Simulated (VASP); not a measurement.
# Ta (Im-3m) in VASP: a series of runs

Ta is run at these levels: PBE; tasks: single point.

Program: VASP 6.6.1. These are calculated values, not measurements. Logs are shortened: lines on timing, memory, paths and dates and some standing lists are left out, and cuts for length are marked.

### Step 1. The cell of the first run

It takes space group Im-3m (No. 229, cubic). The conventional cell has a = 3.235 Å, b = 3.235 Å, c = 3.235 Å, α = 90.00°, β = 90.00°, γ = 90.00°. Within 3.7 Å of Ta (site symmetry m-3m) lie 14 Ta at 2.80 to 3.24 Å.

### Step 2. Single point, PBE

File INCAR:

```
PREC = Accurate
ENCUT = 520
EDIFF = 1E-6
ISMEAR = -1
SIGMA = 0.1
LREAL = False
LASPH = True
NELM = 60
ALGO = Normal
ISIF = 2
LWAVE = False
LCHARG = False
GGA = PE
NBANDS = 12
```

File KPOINTS:

```
regular mesh
0
Gamma
  12 12 12
```

File POSCAR:

```
Ta
1.0
   -1.6175709496      1.6175709496      1.6175709496
    1.6175709496     -1.6175709496      1.6175709496
    1.6175709496      1.6175709496     -1.6175709496
Ta
1
Direct
    0.0000000000      0.0000000000      0.0000000000
```

Potentials or basis: VASP PAW PBE potentials, release 64 (Ta_pv).

Launch:

```console
$ cat potpaw_PBE.64/Ta_pv/POTCAR > POTCAR
$ mpirun -np 1 vasp_std > vasp.out
```

OUTCAR:

```text
PREC = Accurate
   ENCUT = 520
   EDIFF = 1E-6
   ISMEAR = -1
   LREAL = False
   LASPH = True
   NELM = 60
   ISIF = 2
   GGA = PE

 ion  position               nearest neighbor table
   1  0.000  0.000  0.000-

  LATTYP: Found a body centered cubic cell.
 ALAT       =     3.2351418992

  Lattice vectors:

 A1 = (  -1.6175709496,   1.6175709496,   1.6175709496)
 A2 = (   1.6175709496,  -1.6175709496,   1.6175709496)
 A3 = (   1.6175709496,   1.6175709496,  -1.6175709496)

Analysis of symmetry for initial positions (statically):
=====================================================================
 Subroutine PRICEL returns:
 Original cell was already a primitive cell.

 Routine SETGRP: Setting up the symmetry group for a
 body centered cubic supercell.

 Subroutine GETGRP returns: Found 48 space group operations
 (whereof 48 operations were pure point group operations)
 out of a pool of 48 trial point group operations.

The static configuration has the point symmetry O_h .

Analysis of symmetry for dynamics (positions and initial velocities):
=====================================================================
 Subroutine PRICEL returns:
 Original cell was already a primitive cell.

 Routine SETGRP: Setting up the symmetry group for a
 body centered cubic supercell.

 Subroutine GETGRP returns: Found 48 space group operations
 (whereof 48 operations were pure point group operations)
 out of a pool of 48 trial point group operations.

The dynamic configuration has the point symmetry O_h .

 Subroutine INISYM returns: Found 48 space group operations
 (whereof 48 operations are pure point group operations),
 and found     1 'primitive' translations

----------------------------------------------------------------------------------------

                                     Primitive cell

  volume of cell :      16.9297

  direct lattice vectors                    reciprocal lattice vectors
    -1.617570950  1.617570950  1.617570950     0.000000000  0.309105452  0.309105452
     1.617570950 -1.617570950  1.617570950     0.309105452  0.000000000  0.309105452
     1.617570950  1.617570950 -1.617570950     0.309105452  0.309105452  0.000000000

  length of vectors
     2.801715070  2.801715070  2.801715070     0.437141123  0.437141123  0.437141123

  position of ions in fractional coordinates (direct lattice)
     0.000000000  0.000000000  0.000000000

  ion indices of the primitive-cell ions
   primitive index   ion index
                 1           1

----------------------------------------------------------------------------------------

 KPOINTS: regular mesh

Automatic generation of k-mesh.
 Grid dimensions read from file:
 generate k-points for:   12   12   12

 Generating k-lattice:

  Cartesian coordinates                     Fractional coordinates (reciprocal lattice)
     0.000000000  0.025758788  0.025758788     0.083333333  0.000000000  0.000000000
     0.025758788  0.000000000  0.025758788     0.000000000  0.083333333  0.000000000
     0.025758788  0.025758788  0.000000000     0.000000000  0.000000000  0.083333333

  Length of vectors
     0.036428427  0.036428427  0.036428427

  Shift w.r.t. Gamma in fractional coordinates (k-lattice)
     0.000000000  0.000000000  0.000000000

 Subroutine IBZKPT returns following result:
 ===========================================

 Found     72 irreducible k-points:

 Following reciprocal coordinates:
            Coordinates               Weight
  0.000000  0.000000  0.000000      1.000000
  0.083333  0.000000  0.000000     12.000000
  0.166667  0.000000  0.000000     12.000000
  0.250000  0.000000  0.000000     12.000000
  0.333333  0.000000  0.000000     12.000000
  0.416667  0.000000  0.000000     12.000000
[... 16 lines left out ...]
  0.333333  0.083333  0.083333     24.000000
  0.416667  0.083333  0.083333     12.000000
 [... further k-points ...]
   k-points           NKPTS =     72   k-points in BZ     NKDIM =     72   number of bands    NBANDS=     12
   number of dos      NEDOS =    301   number of ions     NIONS =      1
   total plane-waves  NPLWV =  13824
   dimension x,y,z NGX =    24 NGY =   24 NGZ =   24
   dimension x,y,z NGXF=    48 NGYF=   48 NGZF=   48
   ions per type =               1
   NGX,Y,Z   is equivalent  to a cutoff of  14.24, 14.24, 14.24 a.u.
   NGXF,Y,Z  is equivalent  to a cutoff of  28.48, 28.48, 28.48 a.u.
 SYSTEM =  unknown system
   PREC   = accura    normal or accurate (medium, high low for compatibility)
   ISTART =      0    job   : 0-new  1-cont  2-samecut
   ICHARG =      2    charge: 1-file 2-atom 10-const
   ISPIN  =      1    spin polarized calculation?
   LNONCOLLINEAR =      F non collinear calculations
   LSORBIT =      F    spin-orbit coupling
   LASPH  =      T    aspherical Exc in radial PAW
   ENCUT  =  520.0 eV  38.22 Ry    6.18 a.u.   5.21  5.21  5.21*2*pi/ulx,y,z
   NELM   =     60;   NELMIN=  2; NELMDL= -5     # of ELM steps
   EDIFF  = 0.1E-05   stopping-criterion for ELM
   LREAL  =      F    real-space projection
   EDIFFG = 0.1E-04   stopping-criterion for IOM
   NSW    =      0    number of steps for IOM
   IBRION =     -1    ionic relax: 0-MD 1-quasi-New 2-CG
   NFREE  =      0    steps in history (QN), initial steepest desc. (CG)
   ISIF   =      2    stress and relaxation
   ISYM   =      2    0-nonsym 1-usesym 2-fastsym
   POTIM  = 0.5000    time-step for ionic-motion
   TEBEG  =    0.0;   TEEND  =   0.0 temperature during run
   PSTRESS=    0.0 pullay stress
   NELECT =      11.0000    total number of electrons
   NUPDOWN=      -1.0000    fix difference up-down
   EMIN   =  10.00;   EMAX   =-10.00  energy-range for DOS
   EFERMI =   0.00;   METHOD = LEGACY
   ISMEAR =    -1;   SIGMA  =   0.10  broadening in eV -4-tet -1-fermi 0-gaus
   EFERMI_NEDOS =   21; number of points for ismear=-14 and -15
   IALGO  =     38    algorithm
   IMIX   =      4    mixing-type and parameters
     AMIX     =   0.40;   BMIX     =  1.00
     AMIX_MAG =   1.60;   BMIX_MAG =  1.00
  volume/ion in A,a.u.               =      16.93       114.25
  Fermi-wavevector in a.u.,A,eV,Ry     =   1.417933  2.679505 27.354977  2.010534
  Thomas-Fermi vector in A             =   2.539111
   LORBIT       =      0    0 simple, 1 ext, 2 COOP (PROOUT), +10 PAW based schemes
   GGA     = PE    functional components
   LHFCALC =     F    Hartree Fock is set to
   AEXX    =    0.0000 exact exchange contribution
   IVDW    =     0    specifies the selected vdW correction
   LEPSILON=     F    determine dielectric tensor
   LRPA    =     F    only Hartree local field effects (RPA)
 non-spin polarized calculation
  energy-cutoff  :      520.00
  volume of cell :       16.93
 maximum number of plane-waves:       470
 NGX is ok and might be reduce to    24
   NGX = 11   NGY = 11   NGZ = 11

 number of electron      10.9999998 magnetization

 Free energy of the ion-electron system (eV)
  ---------------------------------------------------
  ext. energy  EPLUGINS =         0.00000000
  ---------------------------------------------------
  free energy    TOTEN  =       -11.76294941 eV

  energy without entropy =      -11.72274666  energy(sigma->0) =      -11.74284804

 E-fermi :   6.0158     XC(G=0): -12.9359

 val. band max:        5.9793273879   @ k =   0.1667   0.0000   0.0000
 cond. band min:       6.0243579655   @ k =  -0.3333   0.3333   0.1667
 fundamental gap:      0.0450305776
 Fermi energy:         6.0157878429

 k-point     1 :       0.0000    0.0000    0.0000
  band No.  band energies     occupation
      1     -26.8081      2.00000
      2     -26.8081      2.00000
      3     -26.8081      2.00000
      4      -2.1500      2.00000
      5       6.7379      0.00146
      6       6.7379      0.00146
      7       6.7379      0.00146
      8      10.2338      0.00000
      9      10.2338      0.00000
     10      20.9296      0.00000
     11      21.3029      0.00000
     12      21.3029      0.00000

 k-point     2 :       0.0833    0.0000    0.0000
  band No.  band energies     occupation
      1     -26.9141      2.00000
      2     -26.8401      2.00000
      3     -26.8088      2.00000
      4      -1.8167      2.00000
      5       6.5203      0.01280
      6       6.6666      0.00298
      7       7.0674      0.00005
      8       9.8964      0.00000
      9      10.2338      0.00000
     10      20.9295      0.00000
     11      21.6035      0.00000
     12      21.8824      0.00000

 k-point     3 :       0.1667    0.0000    0.0000
  band No.  band energies     occupation
      1     -27.1954      2.00000
      2     -26.9265      2.00000
      3     -26.8109      2.00000
      4      -0.9071      2.00000
      5       5.9793      1.18031
      6       6.3307      0.08222
      7       8.0326      0.00000
      8       9.4927      0.00000
      9      10.2748      0.00000
     10      20.9288      0.00000
     11      22.1430      0.00000
     12      23.4991      0.00000
[... 286 lines left out ...]
 k-point    23 :       0.3333    0.0833    0.0833
  band No.  band energies     occupation
      1     -28.0899      2.00000
      2     -27.2907      2.00000
      3     -26.9137      2.00000
      4       2.0304      2.00000
      5       4.3075      2.00000
      6       6.4018      0.04126
      7      10.4250      0.00000
      8      11.1709      0.00000
      9      14.6116      0.00000
     10      18.5112      0.00000
     11      19.5200      0.00000
     12      20.9420      0.00000

 k-point    24 :       0.4167    0.0833    0.0833
  band No.  band energies     occupation
      1     -28.1501      2.00000
      2     -27.3362      2.00000
      3     -26.9167      2.00000
      4       2.0161      2.00000
      5       4.2069      2.00000
      6       7.1317      0.00003
      7      10.4349      0.00000
      8      11.3113      0.00000
      9      15.4678      0.00000
     10      17.4592      0.00000
     11      19.0217      0.00000
     12      20.9392      0.00000

 [... further k-points ...]
[... 5 lines left out ...]
  --------------------------------------------------------------------------------------
  -------------------------------------------------------------------------------------
  Total        1.7921938      1.7921938      1.7921938     -0.0000000      0.0000000      0.0000000
  in kB      169.6076950    169.6076950    169.6076950     -0.0000000      0.0000000      0.0000000
  external PRESSURE =     169.6076950 kB  Pullay stress =       0.0000000 kB

 VOLUME and BASIS-vectors are now :
 -----------------------------------------------------------------------------
  energy-cutoff  :      520.00
  volume of cell :       16.93
      direct lattice vectors                 reciprocal lattice vectors
    -1.617570950  1.617570950  1.617570950     0.000000000  0.309105452  0.309105452
     1.617570950 -1.617570950  1.617570950     0.309105452  0.000000000  0.309105452
     1.617570950  1.617570950 -1.617570950     0.309105452  0.309105452  0.000000000

 POSITION                                       TOTAL-FORCE (eV/Angst)
 -----------------------------------------------------------------------------------
      0.00000      0.00000      0.00000         0.000000     -0.000000      0.000000
 -----------------------------------------------------------------------------------
    total drift:                               -0.000000      0.000000     -0.000000

  FREE ENERGIE OF THE ION-ELECTRON SYSTEM (eV)
  ---------------------------------------------------
  free  energy   TOTEN  =       -11.7629494130 eV

  energy  without entropy=      -11.7227466648  energy(sigma->0) =      -11.74284804
```

Run time: 6.3 s. Hardware: 1 thread of Intel Xeon 6975P-C, shared host; peak memory 0.15 GiB.

What came out:

```
Free energy : -11.7629 eV
Pressure    : 17.0 GPa
```

Caveat: spin-orbit coupling is left out, which moves the levels of the heavy elements.

### Step 3. Single point, PBE

This run uses another cell than the first one, of 17.47 Å³/atom, 1.032 times its volume.

File INCAR:

```
SYSTEM = Ta
PREC = Accurate ; ENCUT = 520
EDIFF = 1E-7 ; ISMEAR = -1
SIGMA = 0.1 ; LREAL = .False.
LASPH = .True. ; NELM = 60
ALGO = Normal ; ISIF = 2
LWAVE = .False. ; LCHARG = .True.
GGA = PE ; LELF = .True.
LVHAR = .True. ; NBANDS = 12
```

File KPOINTS:

```
Automatic mesh
0
Gamma
  12 12 12
  0 0 0
```

File POSCAR:

```
Ta
1.0
   -1.6345992636      1.6345992636      1.6345992636
    1.6345992636     -1.6345992636      1.6345992636
    1.6345992636      1.6345992636     -1.6345992636
Ta
1
Direct
    0.0000000000      0.0000000000      0.0000000000
```

Potentials or basis: VASP PAW PBE potentials, release 64 (Ta_pv).

Launch:

```console
$ cat potpaw_PBE.64/Ta_pv/POTCAR > POTCAR
$ mpirun -np 1 vasp_std > vasp.out
```

It took 8.6 s on 1 thread of Intel Xeon 6975P-C, shared host; peak memory 0.15 GiB.

It converged, with:

| Property | Result |
| --- | --- |
| Free energy | -11.8075 eV |
| Pressure | 9.5 GPa |

Levels at points of the mesh, in eV from the Fermi level:
| k point | band 1 | band 2 | band 3 | band 4 | band 5 | band 6 | band 7 | band 8 | band 9 | band 10 |
| --- | --- | --- | --- | --- | --- | --- | --- | --- | --- | --- |
| (0.00, 0.00, 0.00) | -32.95 | -32.95 | -32.95 | -8.04 | 0.73 | 0.73 | 0.73 | 4.11 | 4.11 | 14.81 |
| (0.50, 0.00, 0.00) | -34.24 | -33.36 | -32.96 | -4.52 | -1.64 | 1.72 | 4.02 | 5.08 | 8.10 | 12.07 |
| (0.50, 0.50, 0.50) | -33.85 | -33.85 | -33.85 | -4.00 | -4.00 | 7.09 | 7.09 | 7.09 | 8.93 | 8.93 |

Caveat: spin-orbit coupling is left out, which moves the levels of the heavy elements.
